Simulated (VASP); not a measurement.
# Ag (Fm-3m) in VASP: notebook

The runs below take Ag through single point, with LDA.

All numbers are computed with VASP 6.6.1; they aren't measurements. Logs are shortened: lines on timing, memory, paths and dates and some standing lists are left out, and cuts for length are marked.

## Step 1: The cell of the first run

It takes space group Fm-3m (No. 225, cubic). The conventional cell has a = 3.999 Å, b = 3.999 Å, c = 3.999 Å, α = 90.00°, β = 90.00°, γ = 90.00°. Ag (site symmetry m-3m) has 12 Ag at 2.83 Å within 3.7 Å.

## Step 2: Single point, LDA

INCAR reads:

```
  PREC = Accurate
  ENCUT = 520
  EDIFF = 1E-6
  ISMEAR = -1
  SIGMA = 0.1
  LREAL = F
  LASPH = T
  NELM = 80
  ALGO = Normal
  ISIF = 2
  LWAVE = F
  LCHARG = F
  NBANDS = 12
```

KPOINTS reads:

```
regular mesh
0
Gamma
  13 13 13
```

POSCAR reads:

```
Ag
1.0
    0.0000000000      1.9996579419      1.9996579419
    1.9996579419      0.0000000000      1.9996579419
    1.9996579419      1.9996579419      0.0000000000
Ag
1
Direct
    0.0000000000      0.0000000000      0.0000000000
```

Potentials or basis: VASP PAW LDA potentials, release 64 (Ag).

Command:

```bash
> cat potpaw_LDA.64/Ag/POTCAR > POTCAR
> mpirun -np 1 vasp_std > vasp.out
```

OUTCAR:

```text
PREC = Accurate
   ENCUT = 520
   EDIFF = 1E-6
   ISMEAR = -1
   LREAL = F
   LASPH = T
   NELM = 80
   ISIF = 2

 ion  position               nearest neighbor table
   1  0.000  0.000  0.000-

  LATTYP: Found a face centered cubic cell.
 ALAT       =     3.9993158838

  Lattice vectors:

 A1 = (   0.0000000000,   1.9996579419,   1.9996579419)
 A2 = (   1.9996579419,   0.0000000000,   1.9996579419)
 A3 = (   1.9996579419,   1.9996579419,   0.0000000000)

Analysis of symmetry for initial positions (statically):
=====================================================================
 Subroutine PRICEL returns:
 Original cell was already a primitive cell.

 Routine SETGRP: Setting up the symmetry group for a
 face centered cubic supercell.

 Subroutine GETGRP returns: Found 48 space group operations
 (whereof 48 operations were pure point group operations)
 out of a pool of 48 trial point group operations.

The static configuration has the point symmetry O_h .

Analysis of symmetry for dynamics (positions and initial velocities):
=====================================================================
 Subroutine PRICEL returns:
 Original cell was already a primitive cell.

 Routine SETGRP: Setting up the symmetry group for a
 face centered cubic supercell.

 Subroutine GETGRP returns: Found 48 space group operations
 (whereof 48 operations were pure point group operations)
 out of a pool of 48 trial point group operations.

The dynamic configuration has the point symmetry O_h .

 Subroutine INISYM returns: Found 48 space group operations
 (whereof 48 operations are pure point group operations),
 and found     1 'primitive' translations

----------------------------------------------------------------------------------------

                                     Primitive cell

  volume of cell :      15.9918

  direct lattice vectors                    reciprocal lattice vectors
     0.000000000  1.999657942  1.999657942    -0.250042765  0.250042765  0.250042765
     1.999657942  0.000000000  1.999657942     0.250042765 -0.250042765  0.250042765
     1.999657942  1.999657942  0.000000000     0.250042765  0.250042765 -0.250042765

  length of vectors
     2.827943382  2.827943382  2.827943382     0.433086772  0.433086772  0.433086772

  position of ions in fractional coordinates (direct lattice)
     0.000000000  0.000000000  0.000000000

  ion indices of the primitive-cell ions
   primitive index   ion index
                 1           1

----------------------------------------------------------------------------------------

 KPOINTS: regular mesh

Automatic generation of k-mesh.
 Grid dimensions read from file:
 generate k-points for:   13   13   13

 Generating k-lattice:

  Cartesian coordinates                     Fractional coordinates (reciprocal lattice)
    -0.019234059  0.019234059  0.019234059     0.076923077  0.000000000  0.000000000
     0.019234059 -0.019234059  0.019234059     0.000000000  0.076923077  0.000000000
     0.019234059  0.019234059 -0.019234059     0.000000000  0.000000000  0.076923077

  Length of vectors
     0.033314367  0.033314367  0.033314367

  Shift w.r.t. Gamma in fractional coordinates (k-lattice)
     0.000000000  0.000000000  0.000000000

 Subroutine IBZKPT returns following result:
 ===========================================

 Found     84 irreducible k-points:

 Following reciprocal coordinates:
            Coordinates               Weight
  0.000000  0.000000  0.000000      1.000000
  0.076923  0.000000  0.000000      8.000000
  0.153846  0.000000  0.000000      8.000000
  0.230769  0.000000  0.000000      8.000000
  0.307692  0.000000  0.000000      8.000000
  0.384615  0.000000  0.000000      8.000000
[... 16 lines left out ...]
  0.384615  0.153846  0.000000     24.000000
  0.461538  0.153846  0.000000     24.000000
 [... further k-points ...]
   k-points           NKPTS =     84   k-points in BZ     NKDIM =     84   number of bands    NBANDS=     12
   number of dos      NEDOS =    301   number of ions     NIONS =      1
   total plane-waves  NPLWV =  13824
   dimension x,y,z NGX =    24 NGY =   24 NGZ =   24
   dimension x,y,z NGXF=    48 NGYF=   48 NGZF=   48
   ions per type =               1
   NGX,Y,Z   is equivalent  to a cutoff of  14.11, 14.11, 14.11 a.u.
   NGXF,Y,Z  is equivalent  to a cutoff of  28.22, 28.22, 28.22 a.u.
 SYSTEM =  unknown system
   PREC   = accura    normal or accurate (medium, high low for compatibility)
   ISTART =      0    job   : 0-new  1-cont  2-samecut
   ICHARG =      2    charge: 1-file 2-atom 10-const
   ISPIN  =      1    spin polarized calculation?
   LNONCOLLINEAR =      F non collinear calculations
   LSORBIT =      F    spin-orbit coupling
   LASPH  =      T    aspherical Exc in radial PAW
   ENCUT  =  520.0 eV  38.22 Ry    6.18 a.u.   5.26  5.26  5.26*2*pi/ulx,y,z
   NELM   =     80;   NELMIN=  2; NELMDL= -5     # of ELM steps
   EDIFF  = 0.1E-05   stopping-criterion for ELM
   LREAL  =      F    real-space projection
   EDIFFG = 0.1E-04   stopping-criterion for IOM
   NSW    =      0    number of steps for IOM
   IBRION =     -1    ionic relax: 0-MD 1-quasi-New 2-CG
   NFREE  =      0    steps in history (QN), initial steepest desc. (CG)
   ISIF   =      2    stress and relaxation
   ISYM   =      2    0-nonsym 1-usesym 2-fastsym
   POTIM  = 0.5000    time-step for ionic-motion
   TEBEG  =    0.0;   TEEND  =   0.0 temperature during run
   PSTRESS=    0.0 pullay stress
   NELECT =      11.0000    total number of electrons
   NUPDOWN=      -1.0000    fix difference up-down
   EMIN   =  10.00;   EMAX   =-10.00  energy-range for DOS
   EFERMI =   0.00;   METHOD = LEGACY
   ISMEAR =    -1;   SIGMA  =   0.10  broadening in eV -4-tet -1-fermi 0-gaus
   EFERMI_NEDOS =   21; number of points for ismear=-14 and -15
   IALGO  =     38    algorithm
   IMIX   =      4    mixing-type and parameters
     AMIX     =   0.40;   BMIX     =  1.00
     AMIX_MAG =   1.60;   BMIX_MAG =  1.00
  volume/ion in A,a.u.               =      15.99       107.92
  Fermi-wavevector in a.u.,A,eV,Ry     =   1.445129  2.730898 28.414386  2.088398
  Thomas-Fermi vector in A             =   2.563346
   LORBIT       =      0    0 simple, 1 ext, 2 COOP (PROOUT), +10 PAW based schemes
   GGA     = CA    functional components
   LHFCALC =     F    Hartree Fock is set to
   AEXX    =    0.0000 exact exchange contribution
   IVDW    =     0    specifies the selected vdW correction
   LEPSILON=     F    determine dielectric tensor
   LRPA    =     F    only Hartree local field effects (RPA)
 non-spin polarized calculation
  energy-cutoff  :      520.00
  volume of cell :       15.99
 maximum number of plane-waves:       444
 NGX is ok and might be reduce to    24
   NGX = 11   NGY = 11   NGZ = 11

 number of electron      11.0000002 magnetization

 Free energy of the ion-electron system (eV)
  ---------------------------------------------------
  ext. energy  EPLUGINS =         0.00000000
  ---------------------------------------------------
  free energy    TOTEN  =        -3.78704617 eV

  energy without entropy =       -3.77842158  energy(sigma->0) =       -3.78273387

 E-fermi :   9.2543     XC(G=0): -12.9652

 val. band max:        9.0605073750   @ k =   0.4615   0.2308   0.0000
 cond. band min:       9.3046221243   @ k =   0.4615   0.3077   0.0000
 fundamental gap:      0.2441147493
 Fermi energy:         9.2542922955

 k-point     1 :       0.0000    0.0000    0.0000
  band No.  band energies     occupation
      1       0.7694      2.00000
      2       4.0586      2.00000
      3       4.0586      2.00000
      4       4.0586      2.00000
      5       5.2385      2.00000
      6       5.2385      2.00000
      7      25.2215      0.00000
      8      29.1096      0.00000
      9      29.1096      0.00000
     10      29.1096      0.00000
     11      34.2943      0.00000
     12      35.7279      0.00000

 k-point     2 :       0.0769    0.0000    0.0000
  band No.  band energies     occupation
      1       0.9634      2.00000
      2       4.0105      2.00000
      3       4.1149      2.00000
      4       4.1149      2.00000
      5       5.2166      2.00000
      6       5.2166      2.00000
      7      25.2867      0.00000
      8      27.7115      0.00000
      9      29.2287      0.00000
     10      29.2287      0.00000
     11      34.2172      0.00000
     12      35.3999      0.00000

 k-point     3 :       0.1538    0.0000    0.0000
  band No.  band energies     occupation
      1       1.4977      2.00000
      2       3.9325      2.00000
      3       4.2377      2.00000
      4       4.2377      2.00000
      5       5.1983      2.00000
      6       5.1983      2.00000
      7      24.2731      0.00000
      8      26.2746      0.00000
      9      29.4896      0.00000
     10      29.4896      0.00000
     11      32.8627      0.00000
     12      34.3913      0.00000
[... 286 lines left out ...]
 k-point    23 :       0.3846    0.1538    0.0000
  band No.  band energies     occupation
      1       2.7437      2.00000
      2       3.9122      2.00000
      3       4.2418      2.00000
      4       4.5798      2.00000
      5       6.0148      2.00000
      6       7.0470      2.00000
      7      17.8503      0.00000
      8      24.7298      0.00000
      9      25.0167      0.00000
     10      26.8994      0.00000
     11      33.9768      0.00000
     12      35.0182      0.00000

 k-point    24 :       0.4615    0.1538    0.0000
  band No.  band energies     occupation
      1       2.6727      2.00000
      2       3.8306      2.00000
      3       4.4740      2.00000
      4       4.6968      2.00000
      5       6.1639      2.00000
      6       8.7114      1.99126
      7      15.0772      0.00000
      8      23.7915      0.00000
      9      25.0528      0.00000
     10      26.1837      0.00000
     11      34.6989      0.00000
     12      34.8699      0.00000

 [... further k-points ...]

------------------------ aborting loop because EDIFF is reached ----------------------------------------

  FORCE on cell =-STRESS in cart. coord.  units (eV):
  Direction    XX          YY          ZZ          XY          YZ          ZX
  --------------------------------------------------------------------------------------
  -------------------------------------------------------------------------------------
  Total        0.0154582      0.0154582      0.0154582     -0.0000000     -0.0000000      0.0000000
  in kB        1.5487135      1.5487135      1.5487135     -0.0000000     -0.0000000      0.0000000
  external PRESSURE =       1.5487135 kB  Pullay stress =       0.0000000 kB

 VOLUME and BASIS-vectors are now :
 -----------------------------------------------------------------------------
  energy-cutoff  :      520.00
  volume of cell :       15.99
      direct lattice vectors                 reciprocal lattice vectors
     0.000000000  1.999657942  1.999657942    -0.250042765  0.250042765  0.250042765
     1.999657942  0.000000000  1.999657942     0.250042765 -0.250042765  0.250042765
     1.999657942  1.999657942  0.000000000     0.250042765  0.250042765 -0.250042765

 POSITION                                       TOTAL-FORCE (eV/Angst)
 -----------------------------------------------------------------------------------
      0.00000      0.00000      0.00000         0.000000     -0.000000      0.000000
 -----------------------------------------------------------------------------------
    total drift:                               -0.000000      0.000000     -0.000000

  FREE ENERGIE OF THE ION-ELECTRON SYSTEM (eV)
  ---------------------------------------------------
  free  energy   TOTEN  =        -3.7870461719 eV

  energy  without entropy=       -3.7784215751  energy(sigma->0) =       -3.78273387
```

It took 11 s on 1 thread of Intel Xeon Platinum 8488C (Sapphire Rapids), shared host; peak memory 0.13 GiB.

What came out:

* Free energy: -3.7870 eV
* Pressure: 0.2 GPa

## Step 3: Single point, LDA

INCAR reads:

```
SYSTEM = Ag
ALGO = Normal ; EDIFF = 1E-6
ENCUT = 520 ; ISIF = 2
ISMEAR = -1 ; LASPH = .True.
LCHARG = .False. ; LREAL = .False.
LWAVE = .False. ; NBANDS = 12
NELM = 100 ; PREC = Accurate
SIGMA = 0.1
```

KPOINTS reads:

```
k-points
0
Gamma
  13 13 13
  0 0 0
```

POSCAR is that of step 2.

Potentials or basis: VASP PAW LDA potentials, release 64 (Ag).

Command:

```bash
> cat potpaw_LDA.64/Ag/POTCAR > POTCAR
> mpirun -np 1 vasp_std > vasp.out
```

Run time: 9.4 s. Hardware: 1 thread of Intel Xeon Platinum 8488C (Sapphire Rapids), shared host; peak memory 0.13 GiB.

It converged, with:

* Free energy: -3.7870 eV
* Pressure: 0.2 GPa

Levels at points of the mesh, in eV from the Fermi level:
```
           k point  band 2  band 3  band 4  band 5  band 6  band 7  band 8  band 9  band 10  band 11
(0.00, 0.00, 0.00)   -5.20   -5.20   -5.20   -4.02   -4.02   15.97   19.86   19.86    19.86    25.04
```
